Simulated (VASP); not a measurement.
# BN (sol2) (P6_3mc) in VASP: a series of runs

The runs below take BN (sol2) through single point, relaxation of the atoms, with PBEsol.

Everything below comes from runs of VASP 6.6.1. Logs are shortened: lines on timing, memory, paths and dates and some standing lists are left out, and cuts for length are marked.

### 1 The cell of the first run

It takes space group P6_3mc (No. 186, hexagonal). The conventional cell has a = 2.512 Å, b = 2.512 Å, c = 4.161 Å, α = 90.00°, β = 90.00°, γ = 120.00°. Within 2.1 Å of B (site symmetry 3m) lie 4 N at 1.54 to 1.56 Å. N (site symmetry 3m) has 4 B at 1.54 to 1.56 Å within 2.1 Å.

### 2 Single point, PBEsol (strained cell)

Input file INCAR:

```
SYSTEM = BN
  PREC = Accurate
  ENCUT = 910
  EDIFF = 1E-6
  ISMEAR = 0
  SIGMA = 0.02
  LREAL = .False.
  LASPH = .True.
  NELM = 120
  ALGO = Normal
  ISIF = 2
  LWAVE = .False.
  LCHARG = .False.
  GGA = PS
  NBANDS = 16
  GGA_COMPAT = .False.
```

Input file KPOINTS:

```
Automatic mesh
0
Gamma
  9 9 6
  0 0 0
```

Input file POSCAR:

```
BN
1.0
    2.5118406711      0.0000000000      0.0000000000
   -1.2559203355      2.1753178314      0.0000000000
    0.0000000000      0.0000000000      4.1606277799
B N
2 2
Direct
    0.3333333333      0.6666666667     -0.0000934330
    0.6666666667      0.3333333333      0.4999065670
    0.3333333333      0.6666666667      0.3740934330
    0.6666666667      0.3333333333      0.8740934330
```

Potentials or basis: VASP PAW PBE potentials, release 64 (B_h, N_h).

Launch:

```sh
> cat potpaw_PBE.64/B_h/POTCAR potpaw_PBE.64/N_h/POTCAR > POTCAR
> mpirun -np 1 vasp_std > vasp.out
```

OUTCAR:

```text
SYSTEM = BN
   PREC = Accurate
   ENCUT = 910
   EDIFF = 1E-6
   ISMEAR = 0
   LREAL = .False.
   LASPH = .True.
   NELM = 120
   ISIF = 2
   GGA = PS

 ion  position               nearest neighbor table
   1  0.333  0.667  1.000-
   2  0.667  0.333  0.500-
   3  0.333  0.667  0.374-
   4  0.667  0.333  0.874-

  LATTYP: Found a hexagonal cell.
 ALAT       =     2.5118406711
 C/A-ratio  =     1.6564059288

  Lattice vectors:

 A1 = (   2.5118406711,   0.0000000000,   0.0000000000)
 A2 = (  -1.2559203355,   2.1753178314,   0.0000000000)
 A3 = (   0.0000000000,   0.0000000000,   4.1606277799)

Analysis of symmetry for initial positions (statically):
=====================================================================
 Subroutine PRICEL returns:
 Original cell was already a primitive cell.

 Routine SETGRP: Setting up the symmetry group for a
 hexagonal supercell.

 Subroutine GETGRP returns: Found 12 space group operations
 (whereof  6 operations were pure point group operations)
 out of a pool of 24 trial point group operations.

The static configuration has the point symmetry C_3v.
 The point group associated with its full space group is C_6v.

Analysis of symmetry for dynamics (positions and initial velocities):
=====================================================================
 Subroutine PRICEL returns:
 Original cell was already a primitive cell.

 Routine SETGRP: Setting up the symmetry group for a
 hexagonal supercell.

 Subroutine GETGRP returns: Found 12 space group operations
 (whereof  6 operations were pure point group operations)
 out of a pool of 24 trial point group operations.

The dynamic configuration has the point symmetry C_3v.
 The point group associated with its full space group is C_6v.

 Subroutine INISYM returns: Found 12 space group operations
 (whereof  6 operations are pure point group operations),
 and found     1 'primitive' translations

----------------------------------------------------------------------------------------

                                     Primitive cell

  volume of cell :      22.7339

  direct lattice vectors                    reciprocal lattice vectors
     2.511840671  0.000000000  0.000000000     0.398114423  0.229851469  0.000000000
    -1.255920335  2.175317831  0.000000000     0.000000000  0.459702939  0.000000000
     0.000000000  0.000000000  4.160627780     0.000000000  0.000000000  0.240348345

  length of vectors
     2.511840671  2.511840671  4.160627780     0.459702939  0.459702939  0.240348345

  position of ions in fractional coordinates (direct lattice)
     0.333333333  0.666666667  0.999906567
     0.666666667  0.333333333  0.499906567
     0.333333333  0.666666667  0.374093433
     0.666666667  0.333333333  0.874093433

  ion indices of the primitive-cell ions
   primitive index   ion index
                 1           1
                 2           2
                 3           3
                 4           4

----------------------------------------------------------------------------------------

 KPOINTS: Automatic mesh

Automatic generation of k-mesh.
 Grid dimensions read from file:
 generate k-points for:    9    9    6

 Generating k-lattice:

  Cartesian coordinates                     Fractional coordinates (reciprocal lattice)
     0.044234936  0.025539052  0.000000000     0.111111111  0.000000000  0.000000000
     0.000000000  0.051078104  0.000000000     0.000000000  0.111111111  0.000000000
     0.000000000  0.000000000  0.040058057     0.000000000  0.000000000  0.166666667

  Length of vectors
     0.051078104  0.051078104  0.040058057

  Shift w.r.t. Gamma in fractional coordinates (k-lattice)
     0.000000000  0.000000000  0.000000000

 Subroutine IBZKPT returns following result:
 ===========================================

 Found     48 irreducible k-points:

 Following reciprocal coordinates:
            Coordinates               Weight
  0.000000  0.000000  0.000000      1.000000
  0.111111 -0.000000  0.000000      6.000000
  0.222222 -0.000000  0.000000      6.000000
  0.333333  0.000000  0.000000      6.000000
  0.444444 -0.000000  0.000000      6.000000
  0.111111  0.111111  0.000000      6.000000
[... 16 lines left out ...]
  0.333333  0.222222  0.166667     24.000000
  0.333333  0.333333  0.166667      4.000000
 [... further k-points ...]
   k-points           NKPTS =     48   k-points in BZ     NKDIM =     48   number of bands    NBANDS=     16
   number of dos      NEDOS =    301   number of ions     NIONS =      4
   total plane-waves  NPLWV =  32928
   dimension x,y,z NGX =    28 NGY =   28 NGZ =   42
   dimension x,y,z NGXF=    56 NGYF=   56 NGZF=   84
   ions per type =               2   2
   NGX,Y,Z   is equivalent  to a cutoff of  18.53, 18.53, 16.78 a.u.
   NGXF,Y,Z  is equivalent  to a cutoff of  37.06, 37.06, 33.56 a.u.
 SYSTEM =  BN
   PREC   = accura    normal or accurate (medium, high low for compatibility)
   ISTART =      0    job   : 0-new  1-cont  2-samecut
   ICHARG =      2    charge: 1-file 2-atom 10-const
   ISPIN  =      1    spin polarized calculation?
   LNONCOLLINEAR =      F non collinear calculations
   LSORBIT =      F    spin-orbit coupling
   LASPH  =      T    aspherical Exc in radial PAW
   ENCUT  =  910.0 eV  66.88 Ry    8.18 a.u.   6.18  6.18 10.23*2*pi/ulx,y,z
   NELM   =    120;   NELMIN=  2; NELMDL= -5     # of ELM steps
   EDIFF  = 0.1E-05   stopping-criterion for ELM
   LREAL  =      F    real-space projection
   EDIFFG = 0.1E-04   stopping-criterion for IOM
   NSW    =      0    number of steps for IOM
   IBRION =     -1    ionic relax: 0-MD 1-quasi-New 2-CG
   NFREE  =      0    steps in history (QN), initial steepest desc. (CG)
   ISIF   =      2    stress and relaxation
   ISYM   =      2    0-nonsym 1-usesym 2-fastsym
   POTIM  = 0.5000    time-step for ionic-motion
   TEBEG  =    0.0;   TEEND  =   0.0 temperature during run
   PSTRESS=    0.0 pullay stress
   NELECT =      16.0000    total number of electrons
   NUPDOWN=      -1.0000    fix difference up-down
   EMIN   =  10.00;   EMAX   =-10.00  energy-range for DOS
   EFERMI =   0.00;   METHOD = LEGACY
   ISMEAR =     0;   SIGMA  =   0.02  broadening in eV -4-tet -1-fermi 0-gaus
   EFERMI_NEDOS =   21; number of points for ismear=-14 and -15
   IALGO  =     38    algorithm
   IMIX   =      4    mixing-type and parameters
     AMIX     =   0.40;   BMIX     =  1.00
     AMIX_MAG =   1.60;   BMIX_MAG =  1.00
  volume/ion in A,a.u.               =       5.68        38.35
  Fermi-wavevector in a.u.,A,eV,Ry     =   1.456209  2.751835 28.851747  2.120544
  Thomas-Fermi vector in A             =   2.573154
   LORBIT       =      0    0 simple, 1 ext, 2 COOP (PROOUT), +10 PAW based schemes
   GGA     = PS    functional components
   LHFCALC =     F    Hartree Fock is set to
   AEXX    =    0.0000 exact exchange contribution
   IVDW    =     0    specifies the selected vdW correction
   LEPSILON=     F    determine dielectric tensor
   LRPA    =     F    only Hartree local field effects (RPA)
 non-spin polarized calculation
 Gauss-broadening in eV      SIGMA  =   0.02
  energy-cutoff  :      910.00
  volume of cell :       22.73
 maximum number of plane-waves:      1436
 NGX is ok and might be reduce to    28
   NGX = 13   NGY = 13   NGZ = 21

 number of electron      16.0000000 magnetization

 Free energy of the ion-electron system (eV)
  ---------------------------------------------------
  ext. energy  EPLUGINS =         0.00000000
  ---------------------------------------------------
  free energy    TOTEN  =       -36.64054228 eV

  energy without entropy =      -36.64054228  energy(sigma->0) =      -36.64054228

 E-fermi :   9.8827     XC(G=0): -13.3322

 val. band max:        9.7861500067   @ k =   0.0000   0.0000   0.0000
 cond. band min:      14.6561366901   @ k =   0.3333   0.3333   0.0000
 fundamental gap:      4.8699866834
 Fermi energy:         9.8826500295

 k-point     1 :       0.0000    0.0000    0.0000
  band No.  band energies     occupation
      1     -11.1083      2.00000
      2      -6.7336      2.00000
      3      -1.6159      2.00000
      4       7.5726      2.00000
      5       7.5726      2.00000
      6       9.4679      2.00000
[... 8 lines left out ...]
     15      21.9362      0.00000
     16      26.3377      0.00000

 k-point     2 :       0.1111   -0.0000    0.0000
  band No.  band energies     occupation
      1     -10.8298      2.00000
      2      -6.5184      2.00000
      3      -1.3413      2.00000
      4       6.3588      2.00000
      5       7.0670      2.00000
      6       8.7864      2.00000
[... 8 lines left out ...]
     15      22.7372      0.00000
     16      25.8681      0.00000

 k-point     3 :       0.2222   -0.0000    0.0000
  band No.  band energies     occupation
      1     -10.0098      2.00000
      2      -5.9290      2.00000
      3      -0.5370      2.00000
      4       3.7709      2.00000
      5       6.0478      2.00000
      6       6.5517      2.00000
[... 8 lines left out ...]
     15      24.6296      0.00000
     16      25.2660      0.00000

 k-point     4 :       0.3333    0.0000    0.0000
  band No.  band energies     occupation
      1      -8.7121      2.00000
      2      -5.2417      2.00000
      3       0.6701      2.00000
      4       1.2936      2.00000
      5       4.0959      2.00000
      6       5.1411      2.00000
[... 8 lines left out ...]
     15      26.1277      0.00000
     16      26.6699      0.00000
[... 324 lines left out ...]
 k-point    22 :       0.2222    0.2222    0.1667
  band No.  band energies     occupation
      1      -7.8317      2.00000
      2      -5.2435      2.00000
      3       0.9863      2.00000
      4       2.0399      2.00000
      5       2.7979      2.00000
      6       4.0926      2.00000
[... 8 lines left out ...]
     15      25.4359      0.00000
     16      26.4791      0.00000

 k-point    23 :       0.3333    0.2222    0.1667
  band No.  band energies     occupation
      1      -6.4427      2.00000
      2      -5.1107      2.00000
      3       0.2813      2.00000
      4       1.4539      2.00000
      5       2.5108      2.00000
      6       3.8537      2.00000
[... 8 lines left out ...]
     15      26.1162      0.00000
     16      26.7838      0.00000

 k-point    24 :       0.3333    0.3333    0.1667
  band No.  band energies     occupation
      1      -5.4665      2.00000
      2      -5.4665      2.00000
      3       0.2352      2.00000
      4       1.7218      2.00000
      5       1.7218      2.00000
      6       3.6160      2.00000
[... 8 lines left out ...]
     15      26.3959      0.00000
     16      26.3959      0.00000

 [... further k-points ...]
[... 5 lines left out ...]
  --------------------------------------------------------------------------------------
  -------------------------------------------------------------------------------------
  Total        1.9584673      1.9584673      1.7967089      0.0000000      0.0000000      0.0000000
  in kB      138.0235607    138.0235607    126.6235894      0.0000000      0.0000000      0.0000000
  external PRESSURE =     134.2235703 kB  Pullay stress =       0.0000000 kB

 VOLUME and BASIS-vectors are now :
 -----------------------------------------------------------------------------
  energy-cutoff  :      910.00
  volume of cell :       22.73
      direct lattice vectors                 reciprocal lattice vectors
     2.511840671  0.000000000  0.000000000     0.398114423  0.229851469  0.000000000
    -1.255920335  2.175317831  0.000000000     0.000000000  0.459702939  0.000000000
     0.000000000  0.000000000  4.160627780     0.000000000  0.000000000  0.240348345

 POSITION                                       TOTAL-FORCE (eV/Angst)
 -----------------------------------------------------------------------------------
     -0.00000      1.45021      4.16024         0.000000     -0.000000      0.001413
      1.25592      0.72511      2.07993        -0.000000      0.000000      0.001413
     -0.00000      1.45021      1.55646         0.000000      0.000000     -0.001413
      1.25592      0.72511      3.63678        -0.000000      0.000000     -0.001413
 -----------------------------------------------------------------------------------
    total drift:                               -0.000000      0.000000     -0.000868

  FREE ENERGIE OF THE ION-ELECTRON SYSTEM (eV)
  ---------------------------------------------------
  free  energy   TOTEN  =       -36.6405422759 eV

  energy  without entropy=      -36.6405422759  energy(sigma->0) =      -36.64054228
```

Wall time 19 s (1 thread of Intel Xeon 6975P-C (Granite Rapids), shared host); peak memory 0.18 GiB.

What came out:

```
Free energy            : -36.6405 eV
Pressure               : 13.4 GPa
Band gap on the k mesh : 4.87 eV, indirect (least direct gap 8.38 eV)
```

Caveat: the cell differs from its parent crystal (strained cell); the cutoff is under 1.25 times the usual one of these potentials, so pressure, stress and relaxed cells hold a basis-set (Pulay) error; the PAW data sets were made with another functional, which shifts forces and pressure a little.

### 3 Relaxation of the atoms, PBEsol (strained cell)

Input file INCAR:

```
ALGO     = Normal         # electronic algorithm
EDIFF    = 1E-6           # SCF threshold, eV
EDIFFG   = -0.002         # ionic threshold
ENCUT    = 520            # plane-wave cutoff, eV
GGA      = PS             # functional
IBRION   = 2              # ionic algorithm
ISIF     = 2              # what is computed and relaxed
ISMEAR   = 0              # smearing method
LASPH    = True           # aspherical terms in the spheres
LCHARG   = False          # write CHGCAR
LREAL    = False          # projectors in reciprocal space
LWAVE    = False          # write WAVECAR
NELM     = 100            # most SCF steps
NSW      = 60             # ionic steps
PREC     = Accurate       # precision mode
SIGMA    = 0.02           # smearing width, eV
```

Input file KPOINTS:

```
k-points
0
Gamma
  9 9 6
```

Input file POSCAR:

```
BN
1.0
    2.5118406711      0.0000000000      0.0000000000
   -1.2559203355      2.1753178314      0.0000000000
    0.0000000000      0.0000000000      4.1606277799
B N
2 2
Direct
    0.3333333333      0.6666666667     -0.0003702338
    0.6666666667      0.3333333333      0.4996297662
    0.3333333333      0.6666666667      0.3743702338
    0.6666666667      0.3333333333      0.8743702338
```

Potentials or basis: VASP PAW PBE potentials, release 64 (B, N).

Launch:

```sh
> cat potpaw_PBE.64/B/POTCAR potpaw_PBE.64/N/POTCAR > POTCAR
> mpirun -np 1 vasp_std > vasp.out
```

Wall time 8.9 s (1 thread of Intel Xeon 6975P-C (Granite Rapids), shared host); peak memory 0.13 GiB.

The run converged. Its results:

| Item | Value |
| --- | --- |
| Free energy | -36.5891 eV |
| Energy gained by relaxing | 0.0 meV/atom |
| Ionic steps | 3 |
| Pressure after relaxing | 14.4 GPa |
| Band gap on the k mesh | 4.86 eV, indirect (least direct gap 8.37 eV) |

Stress tensor (GPa, compression positive):
```
14.77  0.00  0.00
 0.00 14.77  0.00
 0.00  0.00 13.57
```

Step by step:
```tsv
step	energy change (eV)	largest force (eV/Å)	pressure (GPa)
1	0.0000	0.0636	14.40
2	0.0002	0.0959	14.33
3	-0.0002	0.0012	14.37
```

Final structure:
```
B N
1.0
     2.51184    0.00000    0.00000
    -1.25592    2.17532    0.00000
     0.00000    0.00000    4.16063
B N
2 2
Direct
  0.33333 0.66667 0.99993
  0.66667 0.33333 0.49993
  0.33333 0.66667 0.37407
  0.66667 0.33333 0.87407
```

Levels at points of the mesh, in eV from the valence-band top:
```
           k point  band 5  band 6  band 7  band 8  band 9  band 10  band 11  band 12
(0.00, 0.00, 0.00)   -2.21   -0.32    0.00    0.00    8.47     8.47     8.72     9.98
(0.00, 0.00, 0.50)   -1.23   -1.23   -1.23   -1.23    9.80     9.80    10.07    10.07
```

Caveat: the cell differs from its parent crystal (strained cell); the PAW data sets were made with another functional, which shifts forces and pressure a little. A k mesh can miss the band edges.

### 4 Relaxation of the atoms, PBEsol (strained cell)

Input file INCAR:

```
PREC = Accurate
ENCUT = 520
EDIFF = 1E-6
ISMEAR = 0
SIGMA = 0.02
LREAL = False
LASPH = True
NELM = 100
ALGO = Normal
ISIF = 2
LWAVE = False
LCHARG = False
GGA = PS
IBRION = 2
NSW = 60
EDIFFG = -0.002
```

Input file KPOINTS:

```
regular mesh
0
Gamma
  9 9 6
```

Input file POSCAR:

```
BN
1.0
    2.5469119604      0.0000000000      0.0000000000
   -1.2734559802      2.2056904589      0.0000000000
    0.0000000000      0.0000000000      4.1606277799
B N
2 2
Direct
    0.3333333333      0.6666666667     -0.0002373566
    0.6666666667      0.3333333333      0.4997626434
    0.3333333333      0.6666666667      0.3742373566
    0.6666666667      0.3333333333      0.8742373566
```

Launch:

```sh
> cat potpaw_PBE.64/B/POTCAR potpaw_PBE.64/N/POTCAR > POTCAR
> mpirun -np 1 vasp_std > vasp.out
```

It took 9.2 s on 1 thread of Intel Xeon 6975P-C (Granite Rapids), shared host; peak memory 0.13 GiB.

It converged, with:

| Item | Value |
| --- | --- |
| Free energy | -36.6164 eV |
| Energy gained by relaxing | 0.0 meV/atom |
| Ionic steps | 3 |
| Pressure after relaxing | 2.9 GPa |
| Band gap on the k mesh | 5.00 eV, indirect (least direct gap 8.18 eV) |

Stress tensor (GPa, compression positive):
```
-1.25  0.00  0.00
 0.00 -1.25  0.00
 0.00  0.00 11.30
```

Final structure:
```yaml
crystal:
  lattice:
    - [2.54691, 0.00000, 0.00000]
    - [-1.27346, 2.20569, 0.00000]
    - [0.00000, 0.00000, 4.16063]
  atoms:
    - { symbol: B, position: [0.33333, 0.66667, 0.99963] }
    - { symbol: B, position: [0.66667, 0.33333, 0.49963] }
    - { symbol: N, position: [0.33333, 0.66667, 0.37437] }
    - { symbol: N, position: [0.66667, 0.33333, 0.87437] }
```

Levels at points of the mesh, in eV from the valence-band top:
| k point | band 4 | band 5 | band 6 | band 7 | band 8 | band 9 | band 10 | band 11 | band 12 |
| --- | --- | --- | --- | --- | --- | --- | --- | --- | --- |
| (0.00, 0.00, 0.00) | -2.25 | -2.25 | -0.23 | 0.00 | 0.00 | 8.24 | 8.24 | 9.00 | 9.37 |
| (0.00, 0.00, 0.50) | -5.67 | -1.25 | -1.25 | -1.25 | -1.25 | 9.36 | 9.36 | 9.85 | 9.85 |

Caveat: the cell differs from its parent crystal (strained cell); the PAW data sets were made with another functional, which shifts forces and pressure a little. A k mesh can miss the band edges.

(Continued in part 2 of 2.)
